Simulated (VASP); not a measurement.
# Cs (Im-3m) in VASP: notebook, part 3 of 3

VASP 6.6.1.

## (5) Relaxation of cell and atoms, PBE, target pressure 20 GPa, at which the enthalpy is minimised

INCAR

```
  ALGO = Fast
  EDIFF = 1E-6
  EDIFFG = -0.01
  ENCUT = 600
  GGA = PE
  IBRION = 2
  ISIF = 3
  ISMEAR = -1
  LASPH = True
  LCHARG = False
  LREAL = False
  LWAVE = False
  NELM = 60
  NSW = 80
  PREC = Accurate
  PSTRESS = 200.0
  SIGMA = 0.05
```

KPOINTS

```
k-points
0
Gamma
  6 6 6
```

POSCAR

```
Cs
1.0
   -3.1284650614      3.1284650614      3.1284650614
    3.1284650614     -3.1284650614      3.1284650614
    3.1284650614      3.1284650614     -3.1284650614
Cs
1
Direct
    0.0000000000      0.0000000000      0.0000000000
```

Potentials or basis: VASP PAW PBE potentials, release 64 (Cs_sv).

Command:

```sh
$ cat potpaw_PBE.64/Cs_sv/POTCAR > POTCAR
$ mpirun -np 1 vasp_std > vasp.out
```

OUTCAR:

```text
EDIFF = 1E-6
   EDIFFG = -0.01
   ENCUT = 600
   GGA = PE
   IBRION = 2
   ISIF = 3
   ISMEAR = -1
   LASPH = True
   LREAL = False
   NELM = 60
   NSW = 80
   PREC = Accurate
   PSTRESS = 200.0

 ion  position               nearest neighbor table
   1  0.000  0.000  0.000-

  LATTYP: Found a body centered cubic cell.
 ALAT       =     6.2569301228

  Lattice vectors:

 A1 = (  -3.1284650614,   3.1284650614,   3.1284650614)
 A2 = (   3.1284650614,  -3.1284650614,   3.1284650614)
 A3 = (   3.1284650614,   3.1284650614,  -3.1284650614)

Analysis of symmetry for initial positions (statically):
=====================================================================
 Subroutine PRICEL returns:
[... 428 lines left out ...]
  in kB        1.4290416      1.4290416      1.4290416      0.0000000      0.0000000      0.0000000
  external PRESSURE =    -198.5709584 kB  Pullay stress =     200.0000000 kB
[... 196 lines left out ...]
 k-point    16 :       0.5000    0.5000    0.5000
  band No.  band energies     occupation
      1     -23.3824      2.00000
      2     -10.2359      2.00000
      3     -10.2359      2.00000
      4     -10.2359      2.00000
      5       1.1070      0.00001
      6       1.1070      0.00001
      7       3.4796      0.00000
      8       3.4796      0.00000

[... ionic steps 4 to 13 ...]

--------------------------------------- Ionic step       14  -------------------------------------------

 number of electron       9.0000000 magnetization

------------------------ aborting loop because EDIFF is reached ----------------------------------------
[... 69 lines left out ...]
--------------------------------------- Ionic step       16  -------------------------------------------

 number of electron       9.0000000 magnetization

 Free energy of the ion-electron system (eV)
  ---------------------------------------------------
  ext. energy  EPLUGINS =         0.00000000
  ---------------------------------------------------
  free energy    TOTEN  =         1.03154418 eV

  energy without entropy =        1.05268217  energy(sigma->0) =        1.04211318

 E-fermi :   7.0740     XC(G=0): -10.4707

 val. band max:        7.0200778825   @ k =   0.3333   0.1667   0.0000
 cond. band min:       7.1029991642   @ k =  -0.3333   0.5000   0.1667
 fundamental gap:      0.0829212818
 Fermi energy:         7.0740227258
[... 206 lines left out ...]
  energy  without entropy=        1.0526821705  energy(sigma->0) =        1.04211318

  enthalpy is  TOTEN    =         4.6670655640 eV   P V=        3.6355213817

 reached required accuracy - stopping structural energy minimisation
```

CONTCAR:

```text
Cs
   1.00000000000000
    -1.9381874012367910    1.9381874012367910    1.9381874012367910
     1.9381874012367910   -1.9381874012367910    1.9381874012367910
     1.9381874012367910    1.9381874012367910   -1.9381874012367910
  Cs
     1
Direct
     0.0000000000000000    0.0000000000000000    0.0000000000000000

  0.00000000E+00  0.00000000E+00  0.00000000E+00
```

Wall time 3.6 min (1 thread of Intel Xeon 6975P-C (Granite Rapids), shared host); peak memory 0.9 GiB.

Results:

* Free energy: 1.0315 eV
* Relaxed volume: 29.12 Å³/atom
* Relaxed cell: a = 3.357 Å, b = 3.357 Å, c = 3.357 Å, α = 109.47°, β = 109.47°, γ = 109.47°
* Space group after relaxing (to 0.1 Å): Im-3m (No. 229)
* Energy change on relaxing (the run minimises the enthalpy): +1877.7 meV/atom
* Ionic steps: 16
* Pressure after relaxing: 20.0 GPa
* Band gap on the k mesh: zero (an odd number of electrons rules out a gap without spin polarisation)

Step by step:
```
step  energy change (eV)  largest force (eV/Å)  pressure (GPa)  volume (Å³)
   1              0.0000                0.0000           -0.08       122.48
   2            553.2168                0.0000        75187.58         2.14
   3              1.0539                0.0000            0.14       118.43
   4             -0.0009                0.0000            0.04       114.70
   5              1.8879                0.0000           20.20        29.04
   6              1.7606                0.0000           17.38        30.13
   7              1.7674                0.0000           17.55        30.07
   8              1.7879                0.0000           17.99        29.88
   9              1.7884                0.0000           17.95        29.88
  10              1.7898                0.0000           18.03        29.86
  11              1.7927                0.0000           18.09        29.84
  12              1.7984                0.0000           18.23        29.79
  13              1.8098                0.0000           18.49        29.69
  14              1.8332                0.0000           19.00        29.49
  15              1.8816                0.0000           20.09        29.09
  16              1.8777                0.0000           19.99        29.12
```

Final structure:
```yaml
crystal:
  lattice:
    - [-1.93819, 1.93819, 1.93819]
    - [1.93819, -1.93819, 1.93819]
    - [1.93819, 1.93819, -1.93819]
  atoms:
    - { symbol: Cs, position: [0.00000, 0.00000, 0.00000] }
```

Levels at points of the mesh, in eV from the Fermi level:
```tsv
k point	band 2	band 3	band 4	band 5	band 6	band 7
(0.00, 0.00, 0.00)	-8.86	-8.86	-8.86	-0.37	3.32	3.32
(0.50, 0.00, 0.00)	-13.70	-10.33	-9.09	-1.18	0.53	7.16
(0.50, 0.50, 0.50)	-11.99	-11.99	-11.99	-2.37	-2.37	10.79
```

Caveat: the cell is relaxed towards a set pressure, so the run minimises the enthalpy, not the energy; the volume moved by over 15 % at a fixed basis, so the end points are rough; spin-orbit coupling is left out, which moves the levels of the heavy elements.

## (6) The runs side by side

| cell | gap on the mesh (eV) | pressure (GPa) |
| --- | --- | --- |
| relaxed to 2 GPa | none | 2.0 |
| relaxed to 5 GPa | none | 5.0 |
| relaxed to 10 GPa | none | 10.0 |
| relaxed to 20 GPa | none | 20.0 |

Alike in all rows: task relaxation of cell and atoms; level PBE; potentials or basis VASP PAW PBE potentials, release 64 (Cs_sv); no spin polarisation; k mesh 6 × 6 × 6; cutoff (eV) 600; smearing fermi-dirac 0.05 eV.

Caveats: the cell is relaxed towards a set pressure, so the run minimises the enthalpy, not the energy; the volume moved by over 15 % at a fixed basis, so the end points are rough; spin-orbit coupling is left out, which moves the levels of the heavy elements.

Absolute energies hang on the potentials; compare differences alone.
